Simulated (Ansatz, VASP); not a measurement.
**P in VASP and in Ansatz**

```
P
1.0
     3.49299    0.00000    0.00000
    -1.74649    3.02501    0.00000
     0.00000    0.00000    3.37367
P
2
Direct
  0.33333 0.66667 0.25000
  0.66667 0.33333 0.75000
```

Alike in both runs: task single point; functional BLYP; k mesh 12 × 12 × 11; occupations fermi-dirac, width 0.1 eV; no spin polarisation.

|  | VASP | Ansatz |
| --- | --- | --- |
| version | VASP 6.6.1 | Ansatz 0.2.0 |
| potentials or method | VASP PAW PBE potentials, release 64 (P), cutoff 520 eV | plane waves (420 eV) with PAW, scalar-relativistic |
| valence electrons in the cell | 10 | 10 |

Ansatz gave:

| Quantity | Value |
| --- | --- |
| pressure (GPa) | -2.7 |
| traceless stress, the component that is largest in VASP (GPa) | -1.24 |

Problem. Which values does VASP return?

Solution. Pressure (GPa): -2.6; traceless stress, the component that is largest in VASP (GPa): -1.22.

VASP's potentials were made for PBE, not for BLYP.
